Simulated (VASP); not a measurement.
# W (Im-3m) in VASP: settings compared

Aim: see how the results for W move with the level of theory and the settings. Levels: PBE, revPBE. Tasks: single point.

Everything below comes from runs of VASP 6.6.1. Logs are shortened: lines on timing, memory, paths and dates and some standing lists are left out, and cuts for length are marked.

## Step 1: The cell of the first run

It takes space group Im-3m (No. 229, cubic). The conventional cell has a = 3.170 Å, b = 3.170 Å, c = 3.170 Å, α = 90.00°, β = 90.00°, γ = 90.00°. Within 3.6 Å of W (site symmetry m-3m) lie 14 W at 2.75 to 3.17 Å.

## Step 2: Single point, PBE

Contents of INCAR:

```
PREC = Accurate ; ENCUT = 520
EDIFF = 1E-6 ; ISMEAR = 0
SIGMA = 0.1 ; LREAL = F
LASPH = T ; NELM = 60
ALGO = Fast ; ISIF = 2
LWAVE = F ; LCHARG = F
GGA = PE ; NBANDS = 13
```

Contents of KPOINTS:

```
regular mesh
0
Gamma
  6 6 6
```

Contents of POSCAR:

```
W
1.0
   -1.5851577801      1.5851577801      1.5851577801
    1.5851577801     -1.5851577801      1.5851577801
    1.5851577801      1.5851577801     -1.5851577801
W
1
Direct
    0.0000000000      0.0000000000      0.0000000000
```

Potentials or basis: VASP PAW PBE potentials, release 64 (W_sv).

Command:

```console
cat potpaw_PBE.64/W_sv/POTCAR > POTCAR
mpirun -np 1 vasp_std > vasp.out
```

OUTCAR:

```text
PREC = Accurate
   ENCUT = 520
   EDIFF = 1E-6
   ISMEAR = 0
   LREAL = F
   LASPH = T
   NELM = 60
   ISIF = 2
   GGA = PE

 ion  position               nearest neighbor table
   1  0.000  0.000  0.000-

  LATTYP: Found a body centered cubic cell.
 ALAT       =     3.1703155602

  Lattice vectors:

 A1 = (  -1.5851577801,   1.5851577801,   1.5851577801)
 A2 = (   1.5851577801,  -1.5851577801,   1.5851577801)
 A3 = (   1.5851577801,   1.5851577801,  -1.5851577801)

Analysis of symmetry for initial positions (statically):
=====================================================================
 Subroutine PRICEL returns:
 Original cell was already a primitive cell.

 Routine SETGRP: Setting up the symmetry group for a
 body centered cubic supercell.

 Subroutine GETGRP returns: Found 48 space group operations
 (whereof 48 operations were pure point group operations)
 out of a pool of 48 trial point group operations.

The static configuration has the point symmetry O_h .

Analysis of symmetry for dynamics (positions and initial velocities):
=====================================================================
 Subroutine PRICEL returns:
 Original cell was already a primitive cell.

 Routine SETGRP: Setting up the symmetry group for a
 body centered cubic supercell.

 Subroutine GETGRP returns: Found 48 space group operations
 (whereof 48 operations were pure point group operations)
 out of a pool of 48 trial point group operations.

The dynamic configuration has the point symmetry O_h .

 Subroutine INISYM returns: Found 48 space group operations
 (whereof 48 operations are pure point group operations),
 and found     1 'primitive' translations

----------------------------------------------------------------------------------------

                                     Primitive cell

  volume of cell :      15.9323

  direct lattice vectors                    reciprocal lattice vectors
    -1.585157780  1.585157780  1.585157780     0.000000000  0.315426014  0.315426014
     1.585157780 -1.585157780  1.585157780     0.315426014  0.000000000  0.315426014
     1.585157780  1.585157780 -1.585157780     0.315426014  0.315426014  0.000000000

  length of vectors
     2.745573813  2.745573813  2.745573813     0.446079747  0.446079747  0.446079747

  position of ions in fractional coordinates (direct lattice)
     0.000000000  0.000000000  0.000000000

  ion indices of the primitive-cell ions
   primitive index   ion index
                 1           1
[... 71 lines left out ...]
   POTIM  = 0.5000    time-step for ionic-motion
   TEBEG  =    0.0;   TEEND  =   0.0 temperature during run
   PSTRESS=    0.0 pullay stress
   NELECT =      14.0000    total number of electrons
   NUPDOWN=      -1.0000    fix difference up-down
   EMIN   =  10.00;   EMAX   =-10.00  energy-range for DOS
   EFERMI =   0.00;   METHOD = LEGACY
   ISMEAR =     0;   SIGMA  =   0.10  broadening in eV -4-tet -1-fermi 0-gaus
   EFERMI_NEDOS =   21; number of points for ismear=-14 and -15
   IALGO  =     68    algorithm
   IMIX   =      4    mixing-type and parameters
     AMIX     =   0.40;   BMIX     =  1.00
     AMIX_MAG =   1.60;   BMIX_MAG =  1.00
  volume/ion in A,a.u.               =      15.93       107.52
  Fermi-wavevector in a.u.,A,eV,Ry     =   1.568044  2.963174 33.453504  2.458763
  Thomas-Fermi vector in A             =   2.670134
   LORBIT       =      0    0 simple, 1 ext, 2 COOP (PROOUT), +10 PAW based schemes
   GGA     = PE    functional components
   LHFCALC =     F    Hartree Fock is set to
   AEXX    =    0.0000 exact exchange contribution
   IVDW    =     0    specifies the selected vdW correction
   LEPSILON=     F    determine dielectric tensor
   LRPA    =     F    only Hartree local field effects (RPA)
 non-spin polarized calculation
 RMM-DIIS sequential band-by-band and
 Gauss-broadening in eV      SIGMA  =   0.10
  energy-cutoff  :      520.00
  volume of cell :       15.93
 maximum number of plane-waves:       438
   NGX = 11   NGY = 11   NGZ = 11

 number of electron      14.0000003 magnetization

 Free energy of the ion-electron system (eV)
  ---------------------------------------------------
  ext. energy  EPLUGINS =         0.00000000
  ---------------------------------------------------
  free energy    TOTEN  =       -12.99945072 eV

  energy without entropy =      -12.99833621  energy(sigma->0) =      -12.99889347

 E-fermi :  11.5739     XC(G=0): -13.6042

 val. band max:       11.4386317825   @ k =   0.1667   0.0000   0.0000
 cond. band min:      11.7194419357   @ k =   0.5000   0.5000   0.1667
 fundamental gap:      0.2808101532
 Fermi energy:        11.5739496792

 k-point     1 :       0.0000    0.0000    0.0000
  band No.  band energies     occupation
      1     -62.7655      2.00000
      2     -26.3400      2.00000
      3     -26.3400      2.00000
      4     -26.3400      2.00000
      5       1.7588      2.00000
      6      10.1747      2.00000
      7      10.1747      2.00000
      8      10.1747      2.00000
      9      13.6420      0.00000
     10      13.6420      0.00000
     11      25.8719      0.00000
     12      25.8719      0.00000
     13      25.8719      0.00000
[... 226 lines left out ...]
  band No.  band energies     occupation
      1     -62.5360      2.00000
      2     -27.2295      2.00000
      3     -27.2295      2.00000
      4     -27.2295      2.00000
      5       5.5834      2.00000
      6       5.5834      2.00000
      7      16.5350      0.00000
      8      16.5350      0.00000
      9      16.5350      0.00000
     10      19.5799      0.00000
     11      19.5799      0.00000
     12      19.5799      0.00000
     13      27.4680      0.00000

------------------------ aborting loop because EDIFF is reached ----------------------------------------

  FORCE on cell =-STRESS in cart. coord.  units (eV):
  Direction    XX          YY          ZZ          XY          YZ          ZX
  --------------------------------------------------------------------------------------
  -------------------------------------------------------------------------------------
  Total        0.2535754      0.2535754      0.2535754      0.0000000      0.0000000     -0.0000000
  in kB       25.5000068     25.5000068     25.5000068      0.0000000      0.0000000     -0.0000000
  external PRESSURE =      25.5000068 kB  Pullay stress =       0.0000000 kB

 VOLUME and BASIS-vectors are now :
 -----------------------------------------------------------------------------
  energy-cutoff  :      520.00
  volume of cell :       15.93
      direct lattice vectors                 reciprocal lattice vectors
    -1.585157780  1.585157780  1.585157780     0.000000000  0.315426014  0.315426014
     1.585157780 -1.585157780  1.585157780     0.315426014  0.000000000  0.315426014
     1.585157780  1.585157780 -1.585157780     0.315426014  0.315426014  0.000000000

 POSITION                                       TOTAL-FORCE (eV/Angst)
 -----------------------------------------------------------------------------------
      0.00000      0.00000      0.00000         0.000000     -0.000000      0.000000
 -----------------------------------------------------------------------------------
    total drift:                                0.000000     -0.000000      0.000000

  FREE ENERGIE OF THE ION-ELECTRON SYSTEM (eV)
  ---------------------------------------------------
  free  energy   TOTEN  =       -12.9994507238 eV

  energy  without entropy=      -12.9983362081  energy(sigma->0) =      -12.99889347
```

OSZICAR:

```text
N       E                     dE             d eps       ncg     rms          rms(c)
DAV:   1     0.912182092514E+02    0.91218E+02   -0.75705E+03   416   0.122E+03
DAV:   2    -0.118680068132E+02   -0.10309E+03   -0.98653E+02   456   0.329E+02
DAV:   3    -0.135847355311E+02   -0.17167E+01   -0.17114E+01   476   0.415E+01
DAV:   4    -0.135919866585E+02   -0.72511E-02   -0.72508E-02   436   0.291E+00
DAV:   5    -0.135920462735E+02   -0.59615E-04   -0.59616E-04   476   0.247E-01    0.208E+01
RMM:   6    -0.131136995649E+02    0.47835E+00   -0.38931E-01   450   0.586E+00    0.867E+00
RMM:   7    -0.130022491963E+02    0.11145E+00   -0.24521E-01   445   0.469E+00    0.614E-01
RMM:   8    -0.129994099721E+02    0.28392E-02   -0.89701E-03   490   0.111E+00    0.245E-01
RMM:   9    -0.129994553217E+02   -0.45350E-04   -0.89233E-04   478   0.379E-01    0.680E-02
RMM:  10    -0.129994537432E+02    0.15784E-05   -0.82554E-05   488   0.122E-01    0.666E-03
RMM:  11    -0.129994501817E+02    0.35615E-05   -0.22159E-05   496   0.616E-02    0.459E-03
RMM:  12    -0.129994507238E+02   -0.54210E-06   -0.45092E-06   377   0.282E-02
   1 F= -.12999451E+02 E0= -.12998893E+02  d E =-.111452E-02
```

Run time: 4.2 s. Hardware: 1 thread of Intel Xeon Platinum 8259CL at 2.50GHz (Skylake/Cascade Lake), shared host; peak memory 0.12 GiB.

What came out:

| Item | Value |
| --- | --- |
| Free energy | -12.9995 eV |
| Pressure | 2.6 GPa |
| Band gap on the k mesh | zero (band 7 reaches 16.54 eV, above the bottom of band 8 at 10.17 eV) |

Caveat: the k points lie up to 0.47 Å⁻¹ apart; spin-orbit coupling is left out, which moves the levels of the heavy elements.

## Step 3: Single point, revPBE

Contents of INCAR:

```
PREC     = Accurate       # precision mode
ENCUT    = 520            # plane-wave cutoff, eV
EDIFF    = 1E-7           # SCF threshold, eV
ISMEAR   = 1              # smearing method
SIGMA    = 0.1            # smearing width, eV
LREAL    = F              # projectors in reciprocal space
LASPH    = T              # aspherical terms in the spheres
NELM     = 80             # most SCF steps
ALGO     = Fast           # electronic algorithm
ISIF     = 2              # what is computed and relaxed
LWAVE    = F              # write WAVECAR
LCHARG   = T              # write CHGCAR
GGA      = RE             # functional
LELF     = T              # ELF
LVHAR    = T            
NBANDS   = 13             # bands
```

KPOINTS is that of step 2.

POSCAR is that of step 2.

Potentials or basis: VASP PAW PBE potentials, release 64 (W_sv).

Command:

```console
cat potpaw_PBE.64/W_sv/POTCAR > POTCAR
mpirun -np 1 vasp_std > vasp.out
```

Wall time 5.2 s (1 thread of Intel Xeon Platinum 8259CL at 2.50GHz (Skylake/Cascade Lake), shared host); peak memory 0.12 GiB.

Results (log left out):

```yaml
Free_energy: -12.5512 eV
Pressure: 5.2 GPa
Band_gap_on_the_k_mesh: zero (band 7 reaches 16.60 eV, above the bottom of band 8 at 10.24 eV)
```

Levels at points of the mesh, in eV from the Fermi level:
| k point | band 4 | band 5 | band 6 | band 7 | band 8 | band 9 | band 10 | band 11 |
| --- | --- | --- | --- | --- | --- | --- | --- | --- |
| (0.00, 0.00, 0.00) | -38.02 | -9.90 | -1.48 | -1.48 | -1.48 | 2.00 | 2.00 | 14.19 |
| (0.50, 0.00, 0.00) | -38.02 | -6.52 | -3.81 | 0.35 | 1.89 | 2.87 | 5.85 | 10.75 |
| (0.50, 0.50, 0.50) | -38.90 | -6.07 | -6.07 | 4.88 | 4.88 | 4.88 | 7.91 | 7.91 |

Caveat: the k points lie up to 0.47 Å⁻¹ apart; the PAW data sets were made with another functional, which shifts forces and pressure a little; spin-orbit coupling is left out, which moves the levels of the heavy elements.
